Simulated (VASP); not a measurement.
CeSi3Ru, 5 atoms in the cell. The structure is tetragonal, space group I4mm (No. 107). The conventional cell has a = 4.145 Å, b = 4.145 Å, c = 9.890 Å, α = 90.00°, β = 90.00°, γ = 90.00°. Ce (site symmetry 4mm) has 13 Si at 3.02 to 4.20 Å and 5 Ru at 3.33 to 3.37 Å and 4 Ce at 4.15 Å within 4.3 Å. Ru (site symmetry 4mm) has 5 Si at 2.32 to 2.34 Å within 3.1 Å. Within 3.1 Å of Si (site symmetry 4mm) lie 1 Ru at 2.32 Å and 4 Si at 2.59 Å and 4 Ce at 3.02 Å. Within 3.1 Å of Si (site symmetry 2mm) lie 2 Ru at 2.34 Å and 6 Si at 2.59 to 2.93 Å and 2 Ce at 3.09 Å. 

| Property | Result |
| --- | --- |
| Program | VASP 6.6.1 |
| Task | single point |
| Functional | PBEsol |
| Potentials or basis | VASP PAW PBE potentials, release 64 (Ce, Ru_pv, Si) |
| Cutoff | 500 eV |
| k mesh | 9 × 9 × 9 |
| Occupations | fermi-dirac, width 0.05 eV |
| Spin | collinear spin, ferromagnetic start |
| Starting moments | [1.0, 1.0, 0.0, 0.0, 0.0] μB |
| Dipole correction | no |
| Further INCAR settings | ALGO = Normal; EDIFF = 1e-06; NBANDS = 31 |

Potentials or basis: VASP PAW PBE potentials, release 64 (Ce, Ru_pv, Si).

The run is started by

```console
$ cat potpaw_PBE.64/Ce/POTCAR potpaw_PBE.64/Ru_pv/POTCAR potpaw_PBE.64/Si/POTCAR > POTCAR
$ mpirun -np 1 vasp_std > vasp.out
```

Hardware: 1 thread of Intel Xeon 8259CL, on a shared host.

Task: Estimate the wall time of this run.

Result: Run time: 27 min on 1 thread of Intel Xeon 8259CL, on a shared host, peak memory 0.55 GiB. Counts: scf iterations 19, k points 75.
